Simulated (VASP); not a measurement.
A run of VASP 6.6.1 is set up as follows.

Contents of POSCAR:

```
Sb
1.0
    2.1542000000      1.2437279499      3.7580000000
   -2.1542000000      1.2437279499      3.7580000000
    0.0000000000     -2.4874558998      3.7580000000
Sb
2
Direct
    0.7665100000      0.7665100000      0.7665100000
    0.2334900000      0.2334900000      0.2334900000
```

The input INCAR.step1:

```
SYSTEM = Sb
  PREC = Accurate
  ENCUT = 520
  EDIFF = 1E-5
  ISMEAR = -1
  SIGMA = 0.05
  LREAL = .False.
  LASPH = .True.
  NELM = 100
  ALGO = Normal
  ISIF = 2
  LWAVE = .True.
  LCHARG = .False.
  GGA = PE
  NBANDS = 12
```

The input INCAR.step2:

```
SYSTEM = Sb
  PREC = Accurate
  ENCUT = 520
  EDIFF = 1E-6
  ISMEAR = -1
  SIGMA = 0.05
  LREAL = .False.
  LASPH = .True.
  NELM = 100
  ALGO = Normal
  ISIF = 2
  LWAVE = .False.
  LCHARG = .False.
  GGA = PS
  LHFCALC = .True.
  AEXX = 0.25
  HFSCREEN = 0.207
  PRECFOCK = Normal
  ISTART = 1
  NBANDS = 12
```

File KPOINTS:

```
regular mesh
0
Gamma
  4 4 4
  0 0 0
```

Potentials or basis: VASP PAW PBE potentials, release 64 (Sb).

Command:

```console
$ cat potpaw_PBE.64/Sb/POTCAR > POTCAR
$ cp INCAR.step1 INCAR
$ mpirun -np 1 vasp_std > vasp.out
$ cp INCAR.step2 INCAR
$ mpirun -np 1 vasp_std > vasp.out
```

Predict the band gap on the k mesh.

0.32 eV, indirect (least direct gap 0.38 eV).

Estimate the pressure.

-1.7 GPa.

Estimate the largest force.

0.438 eV/Å.

Stress tensor (GPa, compression positive):
```
-1.52  0.00  0.00
 0.00 -1.52  0.00
 0.00  0.00 -2.14
```

Caveat: the k points lie up to 0.44 Å⁻¹ apart; the PAW data sets were made with another functional, which shifts forces and pressure a little; spin-orbit coupling is left out, which moves the levels of the heavy elements. A k mesh can miss the band edges.
